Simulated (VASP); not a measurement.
Input of a VASP 6.6.1 run:

The input INCAR:

```
ALGO = Normal
EDIFF = 1E-6
ENCUT = 500
GGA = PE
GGA_COMPAT = F
ISIF = 2
ISMEAR = 0
ISPIN = 2
LASPH = T
LCHARG = F
LMAXMIX = 4
LORBIT = 11
LREAL = F
LWAVE = F
MAGMOM = 4.18 -0.12
NBANDS = 20
NELM = 200
PREC = Accurate
SIGMA = 0.1
```

Contents of KPOINTS:

```
k-points
0
Gamma
  4 4 4
```

File POSCAR:

```
MnSb
1.0
    0.0000000000      2.7950160000      2.7950160000
    2.7950160000      0.0000000000      2.7950160000
    2.7950160000      2.7950160000      0.0000000000
Mn Sb
1 1
Direct
    0.0000000000      0.0000000000      0.0000000000
    0.5000000000      0.5000000000      0.5000000000
```

Potentials or basis: VASP PAW PBE potentials, release 64 (Mn_pv, Sb).

Run with:

```sh
$ cat potpaw_PBE.64/Mn_pv/POTCAR potpaw_PBE.64/Sb/POTCAR > POTCAR
$ mpirun -np 1 vasp_std > vasp.out
```

(1) What does it give for the pressure?

(2) Predict the site moments.

(3) What does it give for the net moment?

Answers

(1) -0.2 GPa.

(2) Mn +3.76; Sb -0.11 μB.

(3) 3.81 μB per cell.

Caveat: the k points lie up to 0.49 Å⁻¹ apart; a cell with one magnetic atom can't hold antiferromagnetic order, which such compounds often take.
